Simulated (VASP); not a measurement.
Input of a VASP 6.6.1 run:

The input INCAR:

```
SYSTEM = MnO
ALGO     = Normal         ! electronic algorithm
EDIFF    = 1E-8           ! SCF threshold, eV
ENCUT    = 520            ! plane-wave cutoff, eV
GGA      = CA             ! functional
ISIF     = 2              ! what is computed and relaxed
ISMEAR   = -1             ! smearing method
ISPIN    = 2              ! spin polarisation
LASPH    = .TRUE.         ! aspherical terms in the spheres
LCHARG   = .FALSE.        ! write CHGCAR
LEFG     = .TRUE.       
LMAXMIX  = 4              ! l up to which the mixer works
LORBIT   = 11             ! projections on sites
LREAL    = .FALSE.        ! projectors in reciprocal space
LWAVE    = .FALSE.        ! write WAVECAR
MAGMOM   = 4 0            ! initial moments
NBANDS   = 20             ! bands
NELM     = 150            ! most SCF steps
PREC     = Accurate       ! precision mode
SIGMA    = 0.05           ! smearing width, eV
```

Contents of KPOINTS:

```
k-points
0
G
  16 16 16
  0 0 0
```

POSCAR

```
MnO
1.0
    0.0000000000      2.1997800000      2.2220000000
    2.1997800000      0.0000000000      2.2220000000
    2.1997800000      2.1997800000      0.0000000000
Mn O
1 1
Direct
    0.0000000000      0.0000000000      0.0000000000
    0.5000000000      0.5000000000      0.5000000000
```

Potentials or basis: VASP PAW LDA potentials, release 64 (Mn_pv, O).

Command:

```console
$ cat potpaw_LDA.64/Mn_pv/POTCAR potpaw_LDA.64/O/POTCAR > POTCAR
$ mpirun -np 1 vasp_std > vasp.out
```

Q: Predict the site moments.

A: Mn +4.07; O +0.18 μB.

Q: Predict the pressure.

A: -15.7 GPa.

Stress tensor (GPa, compression positive):
```
-15.85   0.00   0.00
  0.00 -15.85   0.00
  0.00   0.00 -15.42
```

Caveat: the cell differs from its parent crystal (equal xx and yy strain of -1 %); the cell stands under tension; without QUAD_EFG the Cq values of the log hold for a quadrupole moment of 1 mb, not for the nuclei; a cell with one magnetic atom can't hold antiferromagnetic order, which such compounds often take.
